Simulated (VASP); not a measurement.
# LiF (F-43m) in VASP: G0W0 quasiparticle levels with LDA

Aim: the G0W0 quasiparticle levels of LiF with LDA.

All numbers are computed with VASP 6.6.1; they aren't measurements. Logs are shortened: lines on timing, memory, paths and dates and some standing lists are left out, and cuts for length are marked.

## Step 1: The cell of the first run

Symmetry: F-43m, No. 216, cubic system. The conventional cell has a = 4.289 Å, b = 4.289 Å, c = 4.289 Å, α = 90.00°, β = 90.00°, γ = 90.00°. Within 2.5 Å of Li (site symmetry -43m) lie 4 F at 1.86 Å. Within 2.5 Å of F (site symmetry -43m) lie 4 Li at 1.86 Å.

## Step 2: G0W0 quasiparticle levels, LDA

File POSCAR:

```
LiF
1.0
    0.0000000000      2.1446105472      2.1446105472
    2.1446105472      0.0000000000      2.1446105472
    2.1446105472      2.1446105472      0.0000000000
Li F
1 1
Direct
    0.0000000000      0.0000000000      0.0000000000
    0.2500000000      0.2500000000      0.2500000000
```

File INCAR.step1:

```
PREC = Accurate
ENCUT = 500
EDIFF = 1E-8
ISMEAR = 0
SIGMA = 0.01
LREAL = False
LASPH = True
NELM = 80
ALGO = Normal
LWAVE = True
LCHARG = False
GGA = CA
```

File INCAR.step2:

```
PREC = Accurate
ENCUT = 500
EDIFF = 1E-8
ISMEAR = 0
SIGMA = 0.01
LREAL = False
LASPH = True
NELM = 1
ALGO = Exact
LWAVE = True
LCHARG = False
GGA = CA
NBANDS = 78
LOPTICS = True
ISTART = 1
```

File INCAR.step3:

```
PREC = Accurate
ENCUT = 500
EDIFF = 1E-8
ISMEAR = 0
SIGMA = 0.01
LREAL = False
LASPH = True
ALGO = EVGW0
LWAVE = False
LCHARG = False
GGA = CA
NELMGW = 1
NBANDS = 78
ENCUTGW = 140.0
NOMEGA = 96
PRECFOCK = Fast
ISTART = 1
NBANDSGW = 12
OMEGAMAX = 30
```

File KPOINTS:

```
Automatic mesh
0
Gamma
  6 6 6
```

Potentials or basis: VASP PAW LDA potentials, release 64 (Li_GW, F_GW).

On the command line:

```sh
$ cat potpaw_LDA.64/Li_GW/POTCAR potpaw_LDA.64/F_GW/POTCAR > POTCAR
$ cp INCAR.step1 INCAR
$ mpirun -np 1 vasp_std > vasp.out
$ cp INCAR.step2 INCAR
$ mpirun -np 1 vasp_std > vasp.out
$ cp INCAR.step3 INCAR
$ mpirun -np 1 vasp_std > vasp.out
```

OUTCAR:

```text
PREC = Accurate
   ENCUT = 500
   EDIFF = 1E-8
   ISMEAR = 0
   LREAL = False
   LASPH = True
   GGA = CA
   NELMGW = 1
   ENCUTGW = 140.0
   PRECFOCK = Fast
   ISTART = 1

 ion  position               nearest neighbor table
   1  0.000  0.000  0.000-   2 1.86   2 1.86   2 1.86   2 1.86
   2  0.250  0.250  0.250-   1 1.86   1 1.86   1 1.86   1 1.86

  LATTYP: Found a face centered cubic cell.
 ALAT       =     4.2892210944

  Lattice vectors:

 A1 = (   0.0000000000,   2.1446105472,   2.1446105472)
 A2 = (   2.1446105472,   0.0000000000,   2.1446105472)
 A3 = (   2.1446105472,   2.1446105472,   0.0000000000)

Analysis of symmetry for initial positions (statically):
=====================================================================
 Subroutine PRICEL returns:
 Original cell was already a primitive cell.

 Routine SETGRP: Setting up the symmetry group for a
 face centered cubic supercell.

 Subroutine GETGRP returns: Found 24 space group operations
 (whereof 24 operations were pure point group operations)
 out of a pool of 48 trial point group operations.

The static configuration has the point symmetry T_d .

Analysis of symmetry for dynamics (positions and initial velocities):
=====================================================================
 Subroutine PRICEL returns:
 Original cell was already a primitive cell.

 Routine SETGRP: Setting up the symmetry group for a
 face centered cubic supercell.

 Subroutine GETGRP returns: Found 24 space group operations
 (whereof 24 operations were pure point group operations)
 out of a pool of 48 trial point group operations.

The dynamic configuration has the point symmetry T_d .

 Subroutine INISYM returns: Found 24 space group operations
 (whereof 24 operations are pure point group operations),
 and found     1 'primitive' translations

----------------------------------------------------------------------------------------

                                     Primitive cell

  volume of cell :      19.7276

  direct lattice vectors                    reciprocal lattice vectors
     0.000000000  2.144610547  2.144610547    -0.233142563  0.233142563  0.233142563
     2.144610547  0.000000000  2.144610547     0.233142563 -0.233142563  0.233142563
     2.144610547  2.144610547  0.000000000     0.233142563  0.233142563 -0.233142563

  length of vectors
     3.032937322  3.032937322  3.032937322     0.403814765  0.403814765  0.403814765

  position of ions in fractional coordinates (direct lattice)
     0.000000000  0.000000000  0.000000000
     0.250000000  0.250000000  0.250000000

  ion indices of the primitive-cell ions
   primitive index   ion index
                 1           1
                 2           2

----------------------------------------------------------------------------------------

 KPOINTS: Automatic mesh

Automatic generation of k-mesh.
 Grid dimensions read from file:
 generate k-points for:    6    6    6

 Generating k-lattice:

  Cartesian coordinates                     Fractional coordinates (reciprocal lattice)
    -0.038857094  0.038857094  0.038857094     0.166666667  0.000000000  0.000000000
     0.038857094 -0.038857094  0.038857094     0.000000000  0.166666667  0.000000000
     0.038857094  0.038857094 -0.038857094     0.000000000  0.000000000  0.166666667

  Length of vectors
     0.067302461  0.067302461  0.067302461

  Shift w.r.t. Gamma in fractional coordinates (k-lattice)
     0.000000000  0.000000000  0.000000000

 Subroutine IBZKPT returns following result:
 ===========================================

 Found     16 irreducible k-points:

 Following reciprocal coordinates:
            Coordinates               Weight
  0.000000  0.000000  0.000000      1.000000
  0.166667  0.000000  0.000000      8.000000
  0.333333  0.000000  0.000000      8.000000
  0.500000  0.000000  0.000000      4.000000
  0.166667  0.166667  0.000000      6.000000
  0.333333  0.166667  0.000000     24.000000
[... 8 lines left out ...]
 -0.333333  0.333333  0.166667     24.000000
 -0.333333  0.500000  0.166667     12.000000
   k-points           NKPTS =     16   k-points in BZ     NKDIM =    216   number of bands    NBANDS=     78
   number of dos      NEDOS =    301   number of ions     NIONS =      2
   total plane-waves  NPLWV =  13824
   dimension x,y,z NGX =    24 NGY =   24 NGZ =   24
   dimension x,y,z NGXF=    48 NGYF=   48 NGZF=   48
   ions per type =               1   1
   NGX,Y,Z   is equivalent  to a cutoff of  13.16, 13.16, 13.16 a.u.
   NGXF,Y,Z  is equivalent  to a cutoff of  26.31, 26.31, 26.31 a.u.
 SYSTEM =  unknown system
   PREC   = accura    normal or accurate (medium, high low for compatibility)
   ISTART =      1    job   : 0-new  1-cont  2-samecut
   ICHARG =      0    charge: 1-file 2-atom 10-const
   ISPIN  =      1    spin polarized calculation?
   LNONCOLLINEAR =      F non collinear calculations
   LSORBIT =      F    spin-orbit coupling
   LASPH  =      T    aspherical Exc in radial PAW
   ENCUT  =  500.0 eV  36.75 Ry    6.06 a.u.   5.53  5.53  5.53*2*pi/ulx,y,z
   NELM   =     60;   NELMIN=  2; NELMDL=  0     # of ELM steps
   EDIFF  = 0.1E-07   stopping-criterion for ELM
   LREAL  =      F    real-space projection
   EDIFFG = 0.1E-06   stopping-criterion for IOM
   NSW    =      0    number of steps for IOM
   IBRION =     -1    ionic relax: 0-MD 1-quasi-New 2-CG
   NFREE  =      0    steps in history (QN), initial steepest desc. (CG)
   ISIF   =      0    stress and relaxation
   ISYM   =      3    0-nonsym 1-usesym 2-fastsym
   POTIM  = 0.5000    time-step for ionic-motion
   TEBEG  =    0.0;   TEEND  =   0.0 temperature during run
   PSTRESS=    0.0 pullay stress
   NELECT =       8.0000    total number of electrons
   NUPDOWN=      -1.0000    fix difference up-down
   EMIN   =  10.00;   EMAX   =-10.00  energy-range for DOS
   EFERMI =   0.00;   METHOD = LEGACY
   ISMEAR =     0;   SIGMA  =   0.01  broadening in eV -4-tet -1-fermi 0-gaus
   EFERMI_NEDOS =   21; number of points for ismear=-14 and -15
   IALGO  =     38    algorithm
   IMIX   =      4    mixing-type and parameters
     AMIX     =   0.40;   BMIX     =  1.00
     AMIX_MAG =   1.60;   BMIX_MAG =  1.00
  volume/ion in A,a.u.               =       9.86        66.56
  Fermi-wavevector in a.u.,A,eV,Ry     =   1.211750  2.289876 19.977955  1.468338
  Thomas-Fermi vector in A             =   2.347256
   LORBIT       =      0    0 simple, 1 ext, 2 COOP (PROOUT), +10 PAW based schemes
   GGA     = CA    functional components
   LHFCALC =     T    Hartree Fock is set to
   PRECFOCK=fast      Normal, Fast or Accurate (Low or Medium for compatibility)
   ENCUT4O =  -1.0   cutoff for four orbital integrals eV
   NKREDX  =     1    reduce k-point grid by
   NKREDY  =     1    reduce k-point grid by
   NKREDZ  =     1    reduce k-point grid by
   AEXX    =    1.0000 exact exchange contribution
   HFSCREEN=    0.0000 screening length (either q_TF or 0.3 A-1)
   HFSCREENC=   0.0000 screening length for correlation (either q_TF or 0.3 A-1)
   ENCUTFOCK=  -1.0 apply spherical cutoff to Coloumb kernel
   IVDW    =     0    specifies the selected vdW correction
   LEPSILON=     F    determine dielectric tensor
   LRPA    =     F    only Hartree local field effects (RPA)
   LRPAFORCE           =     F    calculate RPA forces
   ENCUTGW             = 140.0    cutoff for response function in eV
   ENCUTGWSOFT         = 112.0    soft cutoff for Coulomb kernel in GW response function in eV
   ENCUTLF             =  -1.0    cutoff for local field effects
   NELMGW              =     1    number of iterations in solving QP/BSE equation
   NELMHF              =     1    number of iterations in the inner HF iteration
   NKREDLFX            =     1    NKREDLFY  =   1   NKREDLFZ  =   1
 non-spin polarized calculation
 Gauss-broadening in eV      SIGMA  =   0.01
  energy-cutoff  :      500.00
  volume of cell :       19.73
 maximum number of plane-waves:       531
 NGX is ok and might be reduce to    24
  NGX = 14; NGY = 14; NGZ = 14
   NGX = 11   NGY = 11   NGZ = 11
 maximum number of plane-waves:        80
 NGX is ok and might be reduce to    14

 QP shifts <psi_nk| G(iteration)W_0 |psi_nk>: iteration 1
 for sc-GW calculations column KS-energies equals QP-energies in previous step
 and V_xc(KS)=  KS-energies - (<T + V_ion + V_H > + <T+V_H+V_ion>^1  + <V_x>^1)

 k-point   1 :       0.0000    0.0000    0.0000
  band No.  KS-energies  QP-energies   sigma(KS)   V_xc(KS)     V^pw_x(r,r')   Z            occupation Imag(sigma)

      1     -22.1378     -26.3924     -28.0116     -22.0832     -36.4956       0.7177       2.0000       0.8271
      2      -3.1764      -5.7933     -25.8364     -22.5802     -30.3273       0.8037       2.0000       0.0669
      3      -3.1764      -5.7933     -25.8364     -22.5802     -30.3273       0.8037       2.0000       0.0669
      4      -3.1764      -5.7933     -25.8364     -22.5802     -30.3273       0.8037       2.0000       0.0669
      5       4.4288       6.3406      -6.9160      -9.0713      -4.2044       0.8870       0.0000      -0.0484
      6      15.8818      18.7568      -5.2099      -8.4868      -1.9662       0.8773       0.0000      -0.0736
      7      15.8818      18.7568      -5.2099      -8.4868      -1.9662       0.8773       0.0000      -0.0736
      8      15.8818      18.7568      -5.2099      -8.4868      -1.9662       0.8773       0.0000      -0.0736
      9      24.5514      26.7186      -5.4927      -7.8870      -1.5606       0.9051       0.0000      -0.6465
     10      24.5514      26.7186      -5.4927      -7.8870      -1.5606       0.9051       0.0000      -0.6465
     11      24.5514      26.7186      -5.4927      -7.8870      -1.5606       0.9051       0.0000      -0.6465
     12      25.9381      28.6182      -6.1883      -9.2743      -2.5051       0.8685       0.0000      -0.4192

 k-point   2 :       0.1667    0.0000    0.0000
  band No.  KS-energies  QP-energies   sigma(KS)   V_xc(KS)     V^pw_x(r,r')   Z            occupation Imag(sigma)
[... 225 lines left out ...]
      1     -21.8286     -25.9413     -28.5405     -22.6132     -37.0008       0.6939       2.0000       0.7440
      2      -4.6721      -7.5201     -23.5296     -19.9611     -27.8454       0.7981       2.0000       0.0805
      3      -4.1449      -6.8763     -24.1414     -20.7212     -28.4773       0.7986       2.0000       0.0736
      4      -3.9697      -6.7619     -24.6606     -21.1659     -29.0792       0.7990       2.0000       0.0725
      5       8.0505      10.2547      -6.4022      -8.9100      -3.6316       0.8789       0.0000      -0.0548
      6      12.1228      14.6805      -8.5464     -11.5353      -5.5570       0.8558       0.0000      -0.0752
      7      13.9642      16.6811      -6.7636      -9.9361      -3.4248       0.8564       0.0000      -0.0877
      8      16.5764      19.3670      -8.1604     -11.4900      -4.6346       0.8381       0.0000      -0.1479
      9      18.9528      21.7503      -5.7675      -9.0045      -2.2847       0.8642       0.0000      -0.1311
     10      25.4314      28.4192      -6.8874     -10.3382      -3.0178       0.8658       0.0000      -0.5141
     11      26.6610      29.2167      -5.7680      -8.6977      -1.9283       0.8723       0.0000      -0.4834
     12      29.9065      33.0510      -6.3811      -9.9087      -2.7165       0.8914       0.0000      -0.5497
```

It took 3.6 min on 1 thread of Intel Xeon 8259CL, shared host; peak memory 0.34 GiB.

What came out:

| Item | Value |
| --- | --- |
| Quasiparticle gap | 12.13 eV |
| Least direct quasiparticle gap | 12.13 eV |
| Band gap of the starting levels on the mesh | 7.61 eV |
| Least direct gap of the starting levels on the mesh | 7.61 eV |

Caveat: the k points lie up to 0.42 Å⁻¹ apart; bands, screening cutoff and mesh are small and nothing is extrapolated, so the quasiparticle values aren't converged; the structure was generated, so it needn't be the stable form of LiF.
